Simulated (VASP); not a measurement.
Set up this calculation in VASP 6.6.1, as the native input.

| Property | Result |
| --- | --- |
| Task | single point |
| Functional | PBE0 |
| Potentials or basis | VASP PAW PBE potentials, release 64 (Sb) |
| Cutoff | 520 eV |
| k mesh | 6 × 6 × 6 |
| Occupations | fermi-dirac, width 0.05 eV |
| Spin | no spin polarisation |
| Dipole correction | no |
| Grid for exact exchange (PRECFOCK) | Normal |
| Further INCAR settings | ALGO = Normal; EDIFF = 1e-07; NBANDS = 8 |

The system is Sb.

```
Sb
1.0
    -1.85878    1.85878    1.85878
     1.85878   -1.85878    1.85878
     1.85878    1.85878   -1.85878
Sb
1
Cartesian
  0.0000 0.0000 0.0000
```

These files were run (other wordings do the same):

POSCAR

```
Sb
1.0
   -1.8587811731      1.8587811731      1.8587811731
    1.8587811731     -1.8587811731      1.8587811731
    1.8587811731      1.8587811731     -1.8587811731
Sb
1
Direct
    0.0000000000      0.0000000000      0.0000000000
```

INCAR.step1

```
SYSTEM = Sb
PREC     = Accurate       ! precision mode
ENCUT    = 520            ! plane-wave cutoff, eV
EDIFF    = 1E-5           ! SCF threshold, eV
ISMEAR   = -1             ! smearing method
SIGMA    = 0.05           ! smearing width, eV
LREAL    = .FALSE.        ! projectors in reciprocal space
LASPH    = .TRUE.         ! aspherical terms in the spheres
NELM     = 80             ! most SCF steps
ALGO     = Normal         ! electronic algorithm
ISIF     = 2              ! what is computed and relaxed
LWAVE    = .TRUE.         ! write WAVECAR
LCHARG   = .FALSE.        ! write CHGCAR
NBANDS   = 8              ! bands
GGA      = PE             ! functional
```

INCAR.step2

```
SYSTEM = Sb
PREC     = Accurate       ! precision mode
ENCUT    = 520            ! plane-wave cutoff, eV
EDIFF    = 1E-7           ! SCF threshold, eV
ISMEAR   = -1             ! smearing method
SIGMA    = 0.05           ! smearing width, eV
LREAL    = .FALSE.        ! projectors in reciprocal space
LASPH    = .TRUE.         ! aspherical terms in the spheres
NELM     = 80             ! most SCF steps
ALGO     = Normal         ! electronic algorithm
ISIF     = 2              ! what is computed and relaxed
LWAVE    = .FALSE.        ! write WAVECAR
LCHARG   = .FALSE.        ! write CHGCAR
GGA      = PE             ! functional
LHFCALC  = .TRUE.         ! exact exchange
AEXX     = 0.25           ! exact-exchange fraction
PRECFOCK = Normal       
NBANDS   = 8              ! bands
ISTART   = 1
```

KPOINTS

```
regular mesh
0
G
  6 6 6
  0 0 0
```

Potentials or basis: VASP PAW PBE potentials, release 64 (Sb).

The run is started by

```sh
$ cat potpaw_PBE.64/Sb/POTCAR > POTCAR
$ cp INCAR.step1 INCAR
$ mpirun -np 1 vasp_std > vasp.out
$ cp INCAR.step2 INCAR
$ mpirun -np 1 vasp_std > vasp.out
```

It gave:

```json
{"Pressure": "1.2 GPa"}
```

Caveat: the k points lie up to 0.40 Å⁻¹ apart; the PAW data sets were made with another functional, which shifts forces and pressure a little.

It took 2.5 min on 1 thread of Intel(R) Xeon(R) 6975P-C (Granite Rapids) (shared host), peak memory 0.15 GiB.
